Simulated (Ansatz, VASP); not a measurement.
## One calculation of Ni, two programs

Contents of POSCAR:

```
Ni
1.0
   -1.4310270181      1.4310270181      1.4310270181
    1.4310270181     -1.4310270181      1.4310270181
    1.4310270181      1.4310270181     -1.4310270181
Ni
1
Direct
    0.0000000000      0.0000000000      0.0000000000
```

INCAR.step1

```
PREC = Accurate
ENCUT = 520
ISMEAR = -1
SIGMA = 0.1
LREAL = F
LASPH = T
NELM = 100
NBANDS = 11
GGA = PE
ALGO = Normal
EDIFF = 1E-4
LWAVE = T
LCHARG = F
```

File INCAR.step2:

```
PREC = Accurate
ENCUT = 520
EDIFF = 1E-7
ISMEAR = -1
SIGMA = 0.1
LREAL = F
LASPH = T
NELM = 100
ALGO = Normal
ISIF = 2
LWAVE = F
LCHARG = F
METAGGA = R2SCAN
LMIXTAU = T
NBANDS = 11
ISTART = 1
```

File KPOINTS:

```
Automatic mesh
0
Gamma
  18 18 18
```

Input for Ansatz:

```yaml
crystal:
  lattice:
    - [-1.4310270181, 1.4310270181, 1.4310270181]
    - [1.4310270181, -1.4310270181, 1.4310270181]
    - [1.4310270181, 1.4310270181, -1.4310270181]
  atoms:
    - { symbol: Ni, position: [0.0, 0.0, 0.0] }
hamiltonian:
  xc: r2scan
  pseudopotentials:
    kind: paw
    azcp:
      Ni: "pseudopotentials/Ni.paw.azcp"
basis:
  ecutwfc: 500
  fft_grid_basis: typed
kpoints:
  mp_grid: { grid: [18, 18, 18], shift: [0, 0, 0] }
magnetization:
  spin_polarized: false
scf:
  occupations: { method: fermi_dirac, width: 0.1 }
  lower_state_search: "off"
output:
  stress: true
```

Alike in both runs: task single point; functional r2SCAN; k mesh 18 × 18 × 18; occupations fermi-dirac, width 0.1 eV; no spin polarisation.

|  | VASP | Ansatz |
| --- | --- | --- |
| version | VASP 6.6.1 | Ansatz 0.2.0 |
| potentials or method | VASP PAW PBE potentials, release 64 (Ni), cutoff 520 eV | plane waves (500 eV) with PAW, scalar-relativistic |
| valence electrons in the cell | 10 | 18 |

```tsv
	VASP	Ansatz	Ansatz less VASP
pressure (GPa)	-18.8	-19.3	-0.55
```

VASP's potentials were made for PBE, not for r2SCAN. VASP's potentials hold 10 valence electrons a cell and Ansatz's 18, so a difference there can come from the potentials and not from the codes.
